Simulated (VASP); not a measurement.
# Bi2H (R-3m) in VASP: single point with r2SCAN

Aim: the single point of Bi2H with r2SCAN.

Program: VASP 6.6.1. These are calculated values, not measurements. Logs are shortened: lines on timing, memory, paths and dates and some standing lists are left out, and cuts for length are marked.

## 1. The cell of the first run

Symmetry: R-3m, No. 166, trigonal system. Conventional cell: a = 4.510 Å, b = 4.510 Å, c = 13.277 Å, α = 90.00°, β = 90.00°, γ = 120.00°. Bi (site symmetry 3m) has 4 H at 2.72 to 3.64 Å and 3 Bi at 3.04 Å within 3.7 Å. Within 3.7 Å of H (site symmetry -3m) lie 8 Bi at 2.72 to 3.64 Å.

## 2. Single point, r2SCAN

POSCAR reads:

```
Bi2H
1.0
    2.2549358756      1.3018878348      4.4257596216
   -2.2549358756      1.3018878348      4.4257596216
    0.0000000000     -2.6037756695      4.4257596216
Bi H
2 1
Direct
    0.2259934587      0.2259934587      0.2259934587
    0.7740065413      0.7740065413      0.7740065413
    0.5000000000      0.5000000000      0.5000000000
```

INCAR.step1 reads:

```
ALGO = Normal
EDIFF = 1E-4
ENCUT = 520
GGA = PE
ISMEAR = 0
LASPH = True
LCHARG = False
LREAL = False
LWAVE = True
NBANDS = 22
NELM = 60
PREC = Accurate
SIGMA = 0.1
```

INCAR.step2 reads:

```
ALGO = Normal
EDIFF = 1E-6
ENCUT = 520
ISIF = 2
ISMEAR = 0
ISTART = 1
LASPH = True
LCHARG = True
LELF = True
LMIXTAU = True
LREAL = False
LVHAR = True
LWAVE = False
METAGGA = R2SCAN
NBANDS = 22
NELM = 60
PREC = Accurate
SIGMA = 0.1
```

KPOINTS reads:

```
k-points
0
Gamma
  12 12 12
```

Potentials or basis: VASP PAW PBE potentials, release 64 (Bi_d, H).

The run is started by

```console
> cat potpaw_PBE.64/Bi_d/POTCAR potpaw_PBE.64/H/POTCAR > POTCAR
> cp INCAR.step1 INCAR
> mpirun -np 1 vasp_std > vasp.out
> cp INCAR.step2 INCAR
> mpirun -np 1 vasp_std > vasp.out
```

OUTCAR:

```text
EDIFF = 1E-6
   ENCUT = 520
   ISIF = 2
   ISMEAR = 0
   ISTART = 1
   LASPH = True
   LREAL = False
   METAGGA = R2SCAN
   NELM = 60
   PREC = Accurate

 ion  position               nearest neighbor table
   1  0.226  0.226  0.226-   2 3.04   2 3.04   2 3.04   2 3.86   2 3.86   2 3.86
   2  0.774  0.774  0.774-   1 3.04   1 3.04   1 3.04   1 3.86   1 3.86   1 3.86
   3  0.500  0.500  0.500-

  LATTYP: Found a trigonal (rhomboedric) cell.
 ALAT       =     5.1348803263
 COS(alpha) =     0.6143105715

  Lattice vectors:

 A1 = (   2.2549358756,   1.3018878348,   4.4257596216)
 A2 = (  -2.2549358756,   1.3018878348,   4.4257596216)
 A3 = (   0.0000000000,  -2.6037756695,   4.4257596216)

Analysis of symmetry for initial positions (statically):
=====================================================================
 Subroutine PRICEL returns:
 Original cell was already a primitive cell.

 Routine SETGRP: Setting up the symmetry group for a
 trigonal (rhombohedral) supercell.

 Subroutine GETGRP returns: Found 12 space group operations
 (whereof 12 operations were pure point group operations)
 out of a pool of 12 trial point group operations.

The static configuration has the point symmetry D_3d.

Analysis of symmetry for dynamics (positions and initial velocities):
=====================================================================
 Subroutine PRICEL returns:
 Original cell was already a primitive cell.

 Routine SETGRP: Setting up the symmetry group for a
 trigonal (rhombohedral) supercell.

 Subroutine GETGRP returns: Found 12 space group operations
 (whereof 12 operations were pure point group operations)
 out of a pool of 12 trial point group operations.

The dynamic configuration has the point symmetry D_3d.

 Subroutine INISYM returns: Found 12 space group operations
 (whereof 12 operations are pure point group operations),
 and found     1 'primitive' translations

----------------------------------------------------------------------------------------

                                     Primitive cell

  volume of cell :      77.9555

  direct lattice vectors                    reciprocal lattice vectors
     2.254935876  1.301887835  4.425759622     0.221735795  0.128019221  0.075316638
    -2.254935876  1.301887835  4.425759622    -0.221735795  0.128019221  0.075316638
     0.000000000 -2.603775670  4.425759622     0.000000000 -0.256038442  0.075316638

  length of vectors
     5.134880326  5.134880326  5.134880326     0.266886268  0.266886268  0.266886268

  position of ions in fractional coordinates (direct lattice)
     0.225993459  0.225993459  0.225993459
     0.774006541  0.774006541  0.774006541
     0.500000000  0.500000000  0.500000000

  ion indices of the primitive-cell ions
   primitive index   ion index
                 1           1
                 2           2
                 3           3

----------------------------------------------------------------------------------------

 KPOINTS: k-points

Automatic generation of k-mesh.
 Grid dimensions read from file:
 generate k-points for:   12   12   12

 Generating k-lattice:

  Cartesian coordinates                     Fractional coordinates (reciprocal lattice)
     0.018477983  0.010668268  0.006276386     0.083333333 -0.000000000 -0.000000000
    -0.018477983  0.010668268  0.006276386    -0.000000000  0.083333333 -0.000000000
     0.000000000 -0.021336537  0.006276386     0.000000000  0.000000000  0.083333333

  Length of vectors
     0.022240522  0.022240522  0.022240522

  Shift w.r.t. Gamma in fractional coordinates (k-lattice)
     0.000000000  0.000000000  0.000000000

 Subroutine IBZKPT returns following result:
 ===========================================

 Found    189 irreducible k-points:

 Following reciprocal coordinates:
            Coordinates               Weight
  0.000000  0.000000  0.000000      1.000000
  0.083333  0.000000  0.000000      6.000000
  0.166667  0.000000  0.000000      6.000000
  0.250000  0.000000  0.000000      6.000000
  0.333333  0.000000 -0.000000      6.000000
  0.416667  0.000000  0.000000      6.000000
[... 16 lines left out ...]
  0.500000  0.166667  0.000000     12.000000
 -0.416667  0.166667 -0.000000     12.000000
 [... further k-points ...]
   k-points           NKPTS =    189   k-points in BZ     NKDIM =    189   number of bands    NBANDS=     22
   number of dos      NEDOS =    301   number of ions     NIONS =      3
   total plane-waves  NPLWV =  64000
   dimension x,y,z NGX =    40 NGY =   40 NGZ =   40
   dimension x,y,z NGXF=    80 NGYF=   80 NGZF=   80
   ions per type =               2   1
   NGX,Y,Z   is equivalent  to a cutoff of  12.95, 12.95, 12.95 a.u.
   NGXF,Y,Z  is equivalent  to a cutoff of  25.90, 25.90, 25.90 a.u.
 SYSTEM =  unknown system
   PREC   = accura    normal or accurate (medium, high low for compatibility)
   ISTART =      1    job   : 0-new  1-cont  2-samecut
   ICHARG =      0    charge: 1-file 2-atom 10-const
   ISPIN  =      1    spin polarized calculation?
   LNONCOLLINEAR =      F non collinear calculations
   LSORBIT =      F    spin-orbit coupling
   LASPH  =      T    aspherical Exc in radial PAW
   ENCUT  =  520.0 eV  38.22 Ry    6.18 a.u.   9.55  9.55  9.55*2*pi/ulx,y,z
   NELM   =     60;   NELMIN=  2; NELMDL=  0     # of ELM steps
   EDIFF  = 0.1E-05   stopping-criterion for ELM
   LREAL  =      F    real-space projection
   EDIFFG = 0.1E-04   stopping-criterion for IOM
   NSW    =      0    number of steps for IOM
   IBRION =     -1    ionic relax: 0-MD 1-quasi-New 2-CG
   NFREE  =      0    steps in history (QN), initial steepest desc. (CG)
   ISIF   =      2    stress and relaxation
   ISYM   =      2    0-nonsym 1-usesym 2-fastsym
   POTIM  = 0.5000    time-step for ionic-motion
   TEBEG  =    0.0;   TEEND  =   0.0 temperature during run
   PSTRESS=    0.0 pullay stress
   NELECT =      31.0000    total number of electrons
   NUPDOWN=      -1.0000    fix difference up-down
   EMIN   =  10.00;   EMAX   =-10.00  energy-range for DOS
   EFERMI =   0.00;   METHOD = LEGACY
   ISMEAR =     0;   SIGMA  =   0.10  broadening in eV -4-tet -1-fermi 0-gaus
   EFERMI_NEDOS =   21; number of points for ismear=-14 and -15
   IALGO  =     38    algorithm
   IMIX   =      4    mixing-type and parameters
     AMIX     =   0.40;   BMIX     =  1.00
     AMIX_MAG =   1.60;   BMIX_MAG =  1.00
  volume/ion in A,a.u.               =      25.99       175.36
  Fermi-wavevector in a.u.,A,eV,Ry     =   1.203871  2.274985 19.718981  1.449304
  Thomas-Fermi vector in A             =   2.339612
   LORBIT       =      0    0 simple, 1 ext, 2 COOP (PROOUT), +10 PAW based schemes
   METAGGA = R2SCAN    functional components
   LHFCALC =     F    Hartree Fock is set to
   AEXX    =    0.0000 exact exchange contribution
   IVDW    =     0    specifies the selected vdW correction
   LEPSILON=     F    determine dielectric tensor
   LRPA    =     F    only Hartree local field effects (RPA)
 non-spin polarized calculation
 Gauss-broadening in eV      SIGMA  =   0.10
  energy-cutoff  :      520.00
  volume of cell :       77.96
 maximum number of plane-waves:      2132
 NGX is ok and might be reduce to    40
   NGX = 19   NGY = 19   NGZ = 19

 number of electron      31.0000003 magnetization

 Free energy of the ion-electron system (eV)
  ---------------------------------------------------
  ext. energy  EPLUGINS =         0.00000000
  ---------------------------------------------------
  free energy    TOTEN  =      -118.70164539 eV

  energy without entropy =     -118.69439555  energy(sigma->0) =     -118.69802047

 E-fermi :   5.6423     XC(G=0):  -9.9485

 val. band max:        5.6397569839   @ k =  -0.3333   0.3333   0.1667
 cond. band min:       5.6680729397   @ k =   0.5000   0.5000   0.4167
 fundamental gap:      0.0283159558
 Fermi energy:         5.6423273318

 k-point     1 :       0.0000    0.0000    0.0000
  band No.  band energies     occupation
      1     -18.2791      2.00000
      2     -18.2791      2.00000
      3     -18.1289      2.00000
      4     -18.1289      2.00000
      5     -18.0736      2.00000
      6     -17.9227      2.00000
[... 14 lines left out ...]
     21      11.9282      0.00000
     22      11.9316      0.00000

 k-point     2 :       0.0833    0.0000    0.0000
  band No.  band energies     occupation
      1     -18.2767      2.00000
      2     -18.2731      2.00000
      3     -18.1276      2.00000
      4     -18.1246      2.00000
      5     -18.0715      2.00000
      6     -17.9259      2.00000
[... 14 lines left out ...]
     21      11.2891      0.00000
     22      11.9019      0.00000

 k-point     3 :       0.1667    0.0000    0.0000
  band No.  band energies     occupation
      1     -18.2701      2.00000
      2     -18.2554      2.00000
      3     -18.1242      2.00000
      4     -18.1123      2.00000
      5     -18.0645      2.00000
      6     -17.9351      2.00000
[... 14 lines left out ...]
     21      11.5845      0.00000
     22      12.0477      0.00000

 k-point     4 :       0.2500    0.0000    0.0000
  band No.  band energies     occupation
      1     -18.2605      2.00000
      2     -18.2274      2.00000
      3     -18.1204      2.00000
      4     -18.0933      2.00000
      5     -18.0519      2.00000
      6     -17.9517      2.00000
[... 14 lines left out ...]
     21      12.5572      0.00000
     22      12.7355      0.00000

 k-point     5 :       0.3333    0.0000   -0.0000
  band No.  band energies     occupation
      1     -18.2503      2.00000
      2     -18.1919      2.00000
      3     -18.1172      2.00000
      4     -18.0698      2.00000
      5     -18.0351      2.00000
      6     -17.9787      2.00000
[... 14 lines left out ...]
     21      13.4066      0.00000
     22      13.6580      0.00000

 k-point     6 :       0.4167    0.0000    0.0000
  band No.  band energies     occupation
      1     -18.2423      2.00000
      2     -18.1554      2.00000
      3     -18.1139      2.00000
      4     -18.0441      2.00000
      5     -18.0289      2.00000
      6     -17.9968      2.00000
[... 14 lines left out ...]
     21      13.7426      0.00000
     22      14.5081      0.00000

 k-point     7 :       0.5000    0.0000    0.0000
  band No.  band energies     occupation
      1     -18.2393      2.00000
      2     -18.1374      2.00000
      3     -18.1098      2.00000
      4     -18.0430      2.00000
      5     -18.0229      2.00000
      6     -18.0114      2.00000
[... 324 lines left out ...]
      6     -17.9519      2.00000
[... 14 lines left out ...]
     21      12.1784      0.00000
     22      13.0746      0.00000

 k-point    21 :       0.3333    0.1667   -0.0000
  band No.  band energies     occupation
      1     -18.2634      2.00000
      2     -18.2013      2.00000
      3     -18.1129      2.00000
      4     -18.0931      2.00000
      5     -18.0397      2.00000
      6     -17.9731      2.00000
[... 14 lines left out ...]
     21      12.6823      0.00000
     22      13.7504      0.00000

 k-point    22 :       0.4167    0.1667    0.0000
  band No.  band energies     occupation
      1     -18.2544      2.00000
      2     -18.1697      2.00000
      3     -18.1032      2.00000
      4     -18.0830      2.00000
      5     -18.0191      2.00000
      6     -17.9988      2.00000
[... 14 lines left out ...]
     21      13.0050      0.00000
     22      14.9003      0.00000

 k-point    23 :       0.5000    0.1667    0.0000
  band No.  band energies     occupation
      1     -18.2484      2.00000
      2     -18.1355      2.00000
      3     -18.0997      2.00000
      4     -18.0638      2.00000
      5     -18.0268      2.00000
      6     -17.9981      2.00000
[... 14 lines left out ...]
     21      13.4183      0.00000
     22      14.5547      0.00000

 k-point    24 :      -0.4167    0.1667   -0.0000
  band No.  band energies     occupation
      1     -18.2477      2.00000
      2     -18.1136      2.00000
      3     -18.0979      2.00000
      4     -18.0569      2.00000
      5     -18.0315      2.00000
      6     -18.0258      2.00000
[... 14 lines left out ...]
     21      13.5256      0.00000
     22      14.3644      0.00000

 [... further k-points ...]

------------------------ aborting loop because EDIFF is reached ----------------------------------------

  FORCE on cell =-STRESS in cart. coord.  units (eV):
  Direction    XX          YY          ZZ          XY          YZ          ZX
  --------------------------------------------------------------------------------------
  -------------------------------------------------------------------------------------
  Total       -0.0158409     -0.0158409      0.0001580      0.0000000      0.0000000      0.0000000
  in kB       -0.3255702     -0.3255702      0.0032473      0.0000000      0.0000000      0.0000000
  external PRESSURE =      -0.2159644 kB  Pullay stress =       0.0000000 kB

 VOLUME and BASIS-vectors are now :
 -----------------------------------------------------------------------------
  energy-cutoff  :      520.00
  volume of cell :       77.96
      direct lattice vectors                 reciprocal lattice vectors
     2.254935876  1.301887835  4.425759622     0.221735795  0.128019221  0.075316638
    -2.254935876  1.301887835  4.425759622    -0.221735795  0.128019221  0.075316638
     0.000000000 -2.603775670  4.425759622     0.000000000 -0.256038442  0.075316638

 POSITION                                       TOTAL-FORCE (eV/Angst)
 -----------------------------------------------------------------------------------
      0.00000      0.00000      3.00058         0.000000      0.000000      0.021389
      0.00000      0.00000     10.27670         0.000000     -0.000000     -0.021389
      0.00000      0.00000      6.63864         0.000000      0.000000     -0.000000
 -----------------------------------------------------------------------------------
    total drift:                               -0.000000     -0.000000      0.000000

  FREE ENERGIE OF THE ION-ELECTRON SYSTEM (eV)
  ---------------------------------------------------
  free  energy   TOTEN  =      -118.7016453897 eV

  energy  without entropy=     -118.6943955523  energy(sigma->0) =     -118.69802047
```

It took 9 min on 1 thread of Intel Xeon 6975P-C (Granite Rapids), shared host; peak memory 0.44 GiB.

Results:

```yaml
Free_energy: -118.7016 eV
Pressure: 0.0 GPa
Largest_force: 0.021 eV/Å
Band_gap_on_the_k_mesh: zero (an odd number of electrons rules out a gap without spin polarisation)
```

Forces on the atoms (eV/Å):
```
Bi   0.000  0.000  0.021
Bi   0.000  0.000 -0.021
H    0.000  0.000  0.000
```

Caveat: the PAW data sets were made with another functional, which shifts forces and pressure a little; spin-orbit coupling is left out, which moves the levels of the heavy elements.

The gap in the log of VASP goes by the Fermi energy; the results here count the filled bands.